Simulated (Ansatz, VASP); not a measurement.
## SnSe: VASP beside Ansatz

The input INCAR:

```
SYSTEM = SnSe
ALGO = Normal
EDIFF = 1E-6
ENCUT = 520
GGA = PE
ISIF = 2
ISMEAR = -1
LASPH = .True.
LCHARG = .True.
LELF = .True.
LREAL = .False.
LVHAR = .True.
LWAVE = .False.
NBANDS = 17
NELM = 60
PREC = Accurate
SIGMA = 0.02
```

KPOINTS

```
k-points
0
Gamma
  8 8 8
  0 0 0
```

File POSCAR:

```
SnSe
1.0
    0.0000000000      3.0021131538      3.0021131538
    3.0021131538      0.0000000000      3.0021131538
    3.0021131538      3.0021131538      0.0000000000
Sn Se
1 1
Direct
    0.0000000000      0.0000000000      0.0000000000
    0.5000000000      0.5000000000      0.5000000000
```

Input for Ansatz:

```yaml
crystal:
  lattice:
    - [0.0, 3.0021131538, 3.0021131538]
    - [3.0021131538, 0.0, 3.0021131538]
    - [3.0021131538, 3.0021131538, 0.0]
  atoms:
    - { symbol: Sn, position: [0.0, 0.0, 0.0] }
    - { symbol: Se, position: [0.5, 0.5, 0.5] }
kpoints:
  mp_grid: { grid: [8, 8, 8] }
  band_path:
    path:
      - [[0.0, 0.0, 0.0], [0.5, 2.545892728844e-35, 0.5], [0.625, 0.25, 0.625]]
      - [[0.375, 0.375, 0.75], [0.0, 0.0, 0.0], [0.5, 0.5, 0.5], [0.5, 0.25, 0.75], [0.5, 2.545892728844e-35, 0.5]]
    npoints: 10
hamiltonian:
  xc: pbe
scf:
  occupations: { method: fermi_dirac, width: 0.02 }
  n_extra_bands: 4
output:
  forces: true
  stress: true
  eigenvalues: true
```

Alike in both runs: task single point; functional PBE; k mesh 8 × 8 × 8; occupations fermi-dirac, width 0.02 eV; no spin polarisation.

```csv
,VASP,Ansatz
version,VASP 6.6.1,Ansatz 0.2.0
potentials or method,"VASP PAW PBE potentials, release 64 (Sn_d, Se)","plane waves, PAW"
plane-wave cutoff (eV),520,420
valence electrons in the cell,20,30
```

|  | VASP | Ansatz | Ansatz less VASP |
| --- | --- | --- | --- |
| pressure (GPa) | 1.3 | 1.3 | +0.01 |

VASP's potentials hold 20 valence electrons a cell and Ansatz's 30, so a difference there can come from the potentials and not from the codes.
